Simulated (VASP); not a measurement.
A run of VASP 6.6.1 is set up as follows.

File INCAR:

```
SYSTEM = Li2Cu
PREC = Accurate
ENCUT = 600
EDIFF = 1E-6
ISMEAR = 0
SIGMA = 0.1
LREAL = .False.
LASPH = .True.
NELM = 80
ALGO = Normal
ISIF = 3
LWAVE = .False.
LCHARG = .False.
GGA = PE
IBRION = 2
NSW = 90
EDIFFG = -0.04
```

File KPOINTS:

```
Automatic mesh
0
Gamma
  6 6 4
  0 0 0
```

File POSCAR:

```
Li2Cu
1.0
    2.9695048800      0.0000000000      0.0000000000
   -1.4847524400      2.5716666600      0.0000000000
    0.0000000000      0.0000000000      7.0608084000
Li Cu
2 1
Direct
    0.6666666700      0.3333333300      0.6725480300
    0.3333333300      0.6666666700      0.3274519700
    0.0000000000      0.0000000000      0.0000000000
```

Potentials or basis: VASP PAW PBE potentials, release 64 (Li_sv, Cu).

Command:

```bash
$ cat potpaw_PBE.64/Li_sv/POTCAR potpaw_PBE.64/Cu/POTCAR > POTCAR
$ mpirun -np 1 vasp_std > vasp.out
```

(1) What does it give for the space group after relaxing (to 0.05 Å)?

(2) Estimate the relaxed cell.

(3) What does it give for the relaxed volume?

Answers

(1) P-3m1 (No. 164).

(2) a = 2.782 Å, b = 2.782 Å, c = 6.524 Å, α = 90.00°, β = 90.00°, γ = 120.00°.

(3) 14.58 Å³/atom.

Caveat: the k points lie up to 0.43 Å⁻¹ apart in the final cell; the cutoff is under 1.25 times the usual one of these potentials, so pressure, stress and relaxed cells hold a basis-set (Pulay) error; the volume moved by over 15 % at a fixed basis, so the end points are rough.
